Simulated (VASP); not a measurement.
A run of VASP 6.6.1:

File INCAR:

```
PREC     = Accurate       # precision mode
ENCUT    = 600            # plane-wave cutoff, eV
EDIFF    = 1E-6           # SCF threshold, eV
ISMEAR   = -1             # smearing method
SIGMA    = 0.06122561905347299 # smearing width, eV
LREAL    = False          # projectors in reciprocal space
LASPH    = True           # aspherical terms in the spheres
NELM     = 120            # most SCF steps
ALGO     = Normal         # electronic algorithm
ISIF     = 2              # what is computed and relaxed
LWAVE    = False          # write WAVECAR
LCHARG   = False          # write CHGCAR
GGA      = PE             # functional
NBANDS   = 14             # bands
GGA_COMPAT= False
```

KPOINTS

```
Automatic mesh
0
Gamma
  34 34 34
```

The input POSCAR:

```
Si2O
1.0
    0.0000000000      2.7553385022      2.7553385022
    2.7553385022      0.0000000000      2.7553385022
    2.7553385022      2.7553385022      0.0000000000
Si O
2 1
Direct
    0.2500000000      0.2500000000      0.2500000000
    0.7500000000      0.7500000000      0.7500000000
    0.0000000000      0.0000000000      0.0000000000
```

Potentials or basis: VASP PAW PBE potentials, release 64 (Si, O).

Command:

```sh
$ cat potpaw_PBE.64/Si/POTCAR potpaw_PBE.64/O/POTCAR > POTCAR
$ mpirun -np 1 vasp_std > vasp.out
```

Hardware: 1 thread of AMD EPYC 9R45 96-Core Processor (Zen 5), with other jobs on the host.

Question: Estimate the wall time of this run.

Answer: Run time: 6.6 min on 1 thread of AMD EPYC 9R45 96-Core Processor (Zen 5) (shared host), peak memory 0.67 GiB. Counts: scf iterations 14, k points 1059.
